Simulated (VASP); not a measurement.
A run of VASP 6.6.1 is set up as follows.

INCAR

```
PREC     = Accurate       # precision mode
ENCUT    = 520            # plane-wave cutoff, eV
EDIFF    = 1E-6           # SCF threshold, eV
ISMEAR   = -1             # smearing method
SIGMA    = 0.02           # smearing width, eV
LREAL    = False          # projectors in reciprocal space
LASPH    = True           # aspherical terms in the spheres
NELM     = 100            # most SCF steps
ALGO     = Normal         # electronic algorithm
ISIF     = 2              # what is computed and relaxed
LWAVE    = False          # write WAVECAR
LCHARG   = False          # write CHGCAR
GGA      = PE             # functional
NBANDS   = 16             # bands
```

File KPOINTS:

```
Automatic mesh
0
Gamma
  8 8 8
```

POSCAR

```
ZnSe
1.0
    3.3455020051      0.0000000000      0.0000000000
    0.0000000000      3.3455020051      0.0000000000
    0.0000000000      0.0000000000      3.3455020051
Zn Se
1 1
Direct
    0.0000000000      0.0000000000      0.0000000000
    0.5000000000      0.5000000000      0.5000000000
```

Potentials or basis: VASP PAW PBE potentials, release 64 (Zn, Se).

The run is started by

```sh
$ cat potpaw_PBE.64/Zn/POTCAR potpaw_PBE.64/Se/POTCAR > POTCAR
$ mpirun -np 1 vasp_std > vasp.out
```

Q: Predict the pressure.

A: 0.1 GPa.

Q: Estimate the band gap on the k mesh.

A: Zero (band 9 reaches 4.35 eV, above the bottom of band 10 at 2.58 eV).
